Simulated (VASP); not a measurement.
MgO: single point with PBEsol

Crystal: MgO.

```xyz
2
Lattice="0.0000 2.1022 2.1022 2.1022 0.0000 2.1022 2.1022 2.1022 0.0000" Properties=species:S:1:pos:R:3 pbc="T T T"
Mg    0.0000    0.0000    0.0000
O     2.1022    2.1022    2.1022
```

| Item | Value |
| --- | --- |
| Program | VASP 6.6.1 |
| Task | single point |
| Functional | PBEsol |
| Potentials or basis | VASP PAW PBE potentials, release 64 (Mg, O) |
| Cutoff | 520 eV |
| k mesh | 8 × 8 × 8 |
| Occupations | gaussian, width 0.01 eV |
| Spin | no spin polarisation |
| Dipole correction | no |
| Further INCAR settings | ALGO = Normal; EDIFF = 1e-07; NBANDS = 11 |

| Item | Value |
| --- | --- |
| Pressure | 0.6 GPa |
| Band gap on the k mesh | 4.69 eV, direct |

Levels at points of the mesh, in eV from the valence-band top:
```
           k point  band 1  band 2  band 3  band 4  band 5  band 6  band 7  band 8  band 9
(0.00, 0.00, 0.00)  -17.23    0.00    0.00    0.00    4.69   15.66   15.66   15.66   19.52
(0.50, 0.00, 0.00)  -15.91   -4.70   -0.67   -0.67    7.78   12.57   16.23   16.23   20.85
(0.50, 0.50, 0.00)  -15.64   -4.17   -1.37   -1.37    8.93    9.94   13.03   18.93   18.93
```

Run time: 4.6 s on 1 thread of Intel(R) Xeon(R) Platinum 8488C (Sapphire Rapids), on a shared host, peak memory 0.14 GiB.

Caveat: the PAW data sets were made with another functional, which shifts forces and pressure a little. PBEsol gaps usually lie below the measured ones, often by a third to a half.
